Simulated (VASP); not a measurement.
# LiF (P1) in VASP: a series of runs, part 2 of 2

VASP 6.6.1. The steps go on from the part before.

### 3 Single point, PBE

INCAR

```
SYSTEM = LiF
PREC = Accurate ; ENCUT = 520
EDIFF = 1E-6 ; ISMEAR = 0
SIGMA = 0.05 ; LREAL = .FALSE.
LASPH = .TRUE. ; NELM = 80
ALGO = Normal ; ISIF = 2
LWAVE = .FALSE. ; LCHARG = .TRUE.
GGA = PE ; LELF = .TRUE.
LVHAR = .TRUE. ; NBANDS = 18
```

KPOINTS

```
regular mesh
0
G
  12 12 6
  0 0 0
```

POSCAR

```
LiF
1.0
    3.1301725758      0.0089011105      0.0266350888
   -1.5573777001      2.7089137366     -0.0054866299
    0.0418039632      0.0141920509      4.8819163046
Li F
2 2
Direct
    0.3339916683      0.6669708213      0.3817016599
    0.6684648195      0.3338372523      0.8816697411
    0.3314361540      0.6666155002      0.9933238736
    0.6661073581      0.3325764261      0.4933007253
```

Potentials or basis: VASP PAW PBE potentials, release 64 (Li_sv, F).

Command:

```console
cat potpaw_PBE.64/Li_sv/POTCAR potpaw_PBE.64/F/POTCAR > POTCAR
mpirun -np 1 vasp_std > vasp.out
```

OUTCAR:

```text
SYSTEM = LiF
   PREC = Accurate
   ENCUT = 520
   EDIFF = 1E-6
   ISMEAR = 0
   LREAL = .FALSE.
   LASPH = .TRUE.
   NELM = 80
   ISIF = 2
   GGA = PE

 ion  position               nearest neighbor table
   1  0.334  0.667  0.382-   4 1.89   4 1.89   4 1.89   3 1.90
   2  0.668  0.334  0.882-   3 1.89   3 1.89   3 1.89   4 1.90
   3  0.331  0.667  0.993-   2 1.89   2 1.89   2 1.89   1 1.90
   4  0.666  0.333  0.493-   1 1.89   1 1.89   1 1.89   2 1.90

  LATTYP: Found a triclinic cell.
 ALAT       =     3.1302985500
 B/A-ratio  =     0.9982073531
 C/A-ratio  =     1.5596326789
 COS(alpha) =     0.0035034081
 COS(beta)  =     0.0170790482
 COS(gamma) =     0.4959404917

  Lattice vectors:

 A1 = (  -3.1301725758,  -0.0089011105,  -0.0266350888)
 A2 = (  -1.5573777001,   2.7089137366,  -0.0054866299)
 A3 = (  -0.0418039632,  -0.0141920509,  -4.8819163046)

Analysis of symmetry for initial positions (statically):
=====================================================================
 Subroutine PRICEL returns:
 Original cell was already a primitive cell.

 Routine SETGRP: Setting up the symmetry group for a
 triclinic supercell.

 Subroutine GETGRP returns: Found  1 space group operations
 (whereof  1 operations were pure point group operations)
 out of a pool of  2 trial point group operations.

The static configuration has the point symmetry C_1 .

Analysis of symmetry for dynamics (positions and initial velocities):
=====================================================================
 Subroutine PRICEL returns:
 Original cell was already a primitive cell.

 Routine SETGRP: Setting up the symmetry group for a
 triclinic supercell.

 Subroutine GETGRP returns: Found  1 space group operations
 (whereof  1 operations were pure point group operations)
 out of a pool of  2 trial point group operations.

The dynamic configuration has the point symmetry C_1 .

 Subroutine INISYM returns: Found  1 space group operations
 (whereof  1 operations are pure point group operations),
 and found     1 'primitive' translations

----------------------------------------------------------------------------------------

                                     Primitive cell

  volume of cell :      41.4599

  direct lattice vectors                    reciprocal lattice vectors
     3.130172576  0.008901111  0.026635089     0.318977524  0.183376298 -0.003264499
    -1.557377700  2.708913737 -0.005486630    -0.001038992  0.368552182 -0.001062508
     0.041803963  0.014192051  4.881916305    -0.001741467 -0.000586273  0.204854213

  length of vectors
     3.130298550  3.124687030  4.882115913     0.367945898  0.368555178  0.204862453

  position of ions in fractional coordinates (direct lattice)
     0.333991668  0.666970821  0.381701660
     0.668464820  0.333837252  0.881669741
     0.331436154  0.666615500  0.993323874
     0.666107358  0.332576426  0.493300725

  ion indices of the primitive-cell ions
   primitive index   ion index
[... 22 lines left out ...]

  Shift w.r.t. Gamma in fractional coordinates (k-lattice)
     0.000000000  0.000000000  0.000000000

 Subroutine IBZKPT returns following result:
 ===========================================

 Found    436 irreducible k-points:

 Following reciprocal coordinates:
            Coordinates               Weight
  0.000000  0.000000  0.000000      1.000000
  0.083333  0.000000 -0.000000      2.000000
  0.166667  0.000000 -0.000000      2.000000
  0.250000  0.000000 -0.000000      2.000000
  0.333333  0.000000 -0.000000      2.000000
  0.416667  0.000000 -0.000000      2.000000
[... 16 lines left out ...]
  0.250000  0.166667  0.000000      2.000000
  0.333333  0.166667 -0.000000      2.000000
 [... further k-points ...]
   k-points           NKPTS =    436   k-points in BZ     NKDIM =    436   number of bands    NBANDS=     18
   number of dos      NEDOS =    301   number of ions     NIONS =      4
   total plane-waves  NPLWV =  20736
   dimension x,y,z NGX =    24 NGY =   24 NGZ =   36
   dimension x,y,z NGXF=    48 NGYF=   48 NGZF=   72
   ions per type =               2   2
   NGX,Y,Z   is equivalent  to a cutoff of  12.75, 12.77, 12.26 a.u.
   NGXF,Y,Z  is equivalent  to a cutoff of  25.49, 25.54, 24.52 a.u.
 SYSTEM =  LiF
   PREC   = accura    normal or accurate (medium, high low for compatibility)
   ISTART =      0    job   : 0-new  1-cont  2-samecut
   ICHARG =      2    charge: 1-file 2-atom 10-const
   ISPIN  =      1    spin polarized calculation?
   LNONCOLLINEAR =      F non collinear calculations
   LSORBIT =      F    spin-orbit coupling
   LASPH  =      T    aspherical Exc in radial PAW
   ENCUT  =  520.0 eV  38.22 Ry    6.18 a.u.   5.82  5.81  9.08*2*pi/ulx,y,z
   NELM   =     80;   NELMIN=  2; NELMDL= -5     # of ELM steps
   EDIFF  = 0.1E-05   stopping-criterion for ELM
   LREAL  =      F    real-space projection
   EDIFFG = 0.1E-04   stopping-criterion for IOM
   NSW    =      0    number of steps for IOM
   IBRION =     -1    ionic relax: 0-MD 1-quasi-New 2-CG
   NFREE  =      0    steps in history (QN), initial steepest desc. (CG)
   ISIF   =      2    stress and relaxation
   ISYM   =      2    0-nonsym 1-usesym 2-fastsym
   POTIM  = 0.5000    time-step for ionic-motion
   TEBEG  =    0.0;   TEEND  =   0.0 temperature during run
   PSTRESS=    0.0 pullay stress
   NELECT =      20.0000    total number of electrons
   NUPDOWN=      -1.0000    fix difference up-down
   EMIN   =  10.00;   EMAX   =-10.00  energy-range for DOS
   EFERMI =   0.00;   METHOD = LEGACY
   ISMEAR =     0;   SIGMA  =   0.05  broadening in eV -4-tet -1-fermi 0-gaus
   EFERMI_NEDOS =   21; number of points for ismear=-14 and -15
   IALGO  =     38    algorithm
   IMIX   =      4    mixing-type and parameters
     AMIX     =   0.40;   BMIX     =  1.00
     AMIX_MAG =   1.60;   BMIX_MAG =  1.00
  volume/ion in A,a.u.               =      10.36        69.95
  Fermi-wavevector in a.u.,A,eV,Ry     =   1.283932  2.426280 22.428966  1.648482
  Thomas-Fermi vector in A             =   2.416156
   LORBIT       =      0    0 simple, 1 ext, 2 COOP (PROOUT), +10 PAW based schemes
   GGA     = PE    functional components
   LHFCALC =     F    Hartree Fock is set to
   AEXX    =    0.0000 exact exchange contribution
   IVDW    =     0    specifies the selected vdW correction
   LEPSILON=     F    determine dielectric tensor
   LRPA    =     F    only Hartree local field effects (RPA)
 non-spin polarized calculation
 Gauss-broadening in eV      SIGMA  =   0.05
  energy-cutoff  :      520.00
  volume of cell :       41.46
 maximum number of plane-waves:      1130
   NGX = 11   NGY = 11   NGZ = 19

 number of electron      19.9999977 magnetization

 Free energy of the ion-electron system (eV)
  ---------------------------------------------------
  ext. energy  EPLUGINS =         0.00000000
  ---------------------------------------------------
  free energy    TOTEN  =       -19.29914963 eV

  energy without entropy =      -19.29914963  energy(sigma->0) =      -19.29914963

 E-fermi :  -2.3472     XC(G=0):  -8.6447

 val. band max:       -2.6471745500   @ k =   0.0000   0.0000   0.0000
 cond. band min:       4.9243192630   @ k =   0.0000   0.0000   0.0000
 fundamental gap:      7.5714938131
 Fermi energy:        -2.3472066574

 k-point     1 :       0.0000    0.0000    0.0000
  band No.  band energies     occupation
      1     -43.2219      2.00000
      2     -43.1877      2.00000
      3     -22.0306      2.00000
      4     -21.8073      2.00000
      5      -4.7006      2.00000
      6      -3.1229      2.00000
[... 481 lines left out ...]
      5      -4.4652      2.00000
      6      -3.9844      2.00000
[... 10 lines left out ...]
     17      16.1241      0.00000
     18      17.6831      0.00000

 [... further k-points ...]

------------------------ aborting loop because EDIFF is reached ----------------------------------------

  FORCE on cell =-STRESS in cart. coord.  units (eV):
  Direction    XX          YY          ZZ          XY          YZ          ZX
  --------------------------------------------------------------------------------------
  -------------------------------------------------------------------------------------
  Total       -0.0746380     -0.0826931     -0.0175114     -0.0314900     -0.0378779     -0.1089098
  in kB       -2.8843160     -3.1955955     -0.6767106     -1.2168998     -1.4637537     -4.2087161
  external PRESSURE =      -2.2522074 kB  Pullay stress =       0.0000000 kB

 VOLUME and BASIS-vectors are now :
 -----------------------------------------------------------------------------
  energy-cutoff  :      520.00
  volume of cell :       41.46
      direct lattice vectors                 reciprocal lattice vectors
     3.130172576  0.008901111  0.026635089     0.318977524  0.183376298 -0.003264499
    -1.557377700  2.708913737 -0.005486630    -0.001038992  0.368552182 -0.001062508
     0.041803963  0.014192051  4.881916305    -0.001741467 -0.000586273  0.204854213

 POSITION                                       TOTAL-FORCE (eV/Angst)
 -----------------------------------------------------------------------------------
      0.02268      1.81516      1.86867         0.001252      0.001222     -0.000620
      1.60936      0.92280      4.32021         0.001411     -0.000710      0.000330
      0.04081      1.82285      4.85449        -0.001614     -0.000010     -0.000249
      1.58771      0.91385      2.42417        -0.001049     -0.000503      0.000539
 -----------------------------------------------------------------------------------
    total drift:                               -0.000074     -0.000083     -0.004927

  FREE ENERGIE OF THE ION-ELECTRON SYSTEM (eV)
  ---------------------------------------------------
  free  energy   TOTEN  =       -19.2991496290 eV

  energy  without entropy=      -19.2991496290  energy(sigma->0) =      -19.29914963
```

OSZICAR:

```text
N       E                     dE             d eps       ncg     rms          rms(c)
DAV:   1     0.121486704440E+03    0.12149E+03   -0.10774E+04 15736   0.120E+03
DAV:   2    -0.100214891137E+02   -0.13151E+03   -0.12857E+03 17818   0.298E+02
DAV:   3    -0.206195370472E+02   -0.10598E+02   -0.10540E+02 29544   0.628E+01
DAV:   4    -0.207236336806E+02   -0.10410E+00   -0.10392E+00 20226   0.743E+00
DAV:   5    -0.207247603450E+02   -0.11267E-02   -0.11262E-02 20930   0.670E-01    0.736E+00
DAV:   6    -0.192333808728E+02    0.14914E+01   -0.41089E+00 16686   0.152E+01    0.231E+00
DAV:   7    -0.192597708441E+02   -0.26390E-01   -0.11931E-01 17720   0.239E+00    0.150E+00
DAV:   8    -0.192990788554E+02   -0.39308E-01   -0.62642E-02 17612   0.240E+00    0.372E-01
DAV:   9    -0.192979977629E+02    0.10811E-02   -0.63108E-03 22368   0.682E-01    0.101E-01
DAV:  10    -0.192991626120E+02   -0.11648E-02   -0.16423E-03 17198   0.270E-01    0.540E-02
DAV:  11    -0.192991450821E+02    0.17530E-04   -0.65393E-05 21940   0.727E-02    0.112E-02
DAV:  12    -0.192991496439E+02   -0.45619E-05   -0.84304E-06 17336   0.226E-02    0.179E-03
DAV:  13    -0.192991496290E+02    0.14905E-07   -0.25011E-07 16988   0.406E-03
   1 F= -.19299150E+02 E0= -.19299150E+02  d E =-.802949E-20
```

stdout:

```text
POSCAR found type information on POSCAR LiF
 POSCAR found :  2 types and       4 ions
 scaLAPACK will be used
 LDA part: xc-table for (Slater+PW92), standard interpolation
 POSCAR, INCAR and KPOINTS ok, starting setup
 FFT: planning ... GRIDC
 FFT: planning ... GRID_SOFT
 FFT: planning ... GRID
 WAVECAR not read
 entering main loop
```

It took 1.9 min on 1 thread of Intel Xeon Platinum 8488C (Sapphire Rapids), shared host; peak memory 0.34 GiB.

What came out:

```yaml
Free_energy: -19.2991 eV
Band_gap_on_the_k_mesh: 7.57 eV
```

Caveat: the cutoff is under 1.25 times the usual one of these potentials, so pressure, stress and relaxed cells hold a basis-set (Pulay) error. A k mesh can miss the band edges.
